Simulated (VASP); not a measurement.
A run of VASP 6.6.1 is set up as follows.

The input INCAR:

```
SYSTEM = SiC5
  PREC = Accurate
  ENCUT = 520
  EDIFF = 1E-7
  ISMEAR = 0
  SIGMA = 0.1
  LREAL = .FALSE.
  LASPH = .TRUE.
  NELM = 60
  ALGO = Normal
  ISIF = 2
  LWAVE = .FALSE.
  LCHARG = .FALSE.
  GGA = PE
  NBANDS = 21
```

Contents of KPOINTS:

```
regular mesh
0
G
  6 6 4
  0 0 0
```

File POSCAR:

```
SiC5
1.0
    5.1401796900      0.0000000000      0.0000000000
   -2.5700898500      4.4515261900      0.0000000000
    0.0000000000      0.0000000000      4.6189359900
Si C
1 5
Direct
    0.0000000000      0.0000000000      0.5000000000
    0.0000000000      0.6383360000      0.0000000000
    0.6383360000      0.0000000000      0.0000000000
    0.3616640000      0.3616640000      0.0000000000
    0.6666666700      0.3333333300      0.5000000000
    0.3333333300      0.6666666700      0.5000000000
```

Potentials or basis: VASP PAW PBE potentials, release 64 (Si, C).

Run with:

```console
$ cat potpaw_PBE.64/Si/POTCAR potpaw_PBE.64/C/POTCAR > POTCAR
$ mpirun -np 1 vasp_std > vasp.out
```

**Question.** Estimate the pressure.

**Answer.** -24.1 GPa.

**Question.** Predict the largest force.

**Answer.** 0.174 eV/Å.

**Question.** Estimate the band gap on the k mesh.

**Answer.** Zero (bands 12 and 13 overlap by 1.36 eV).

Stress tensor (GPa, compression positive):
```
-23.30   0.00   0.00
  0.00 -23.30   0.00
  0.00   0.00 -25.83
```

Caveat: the cell stands under tension.
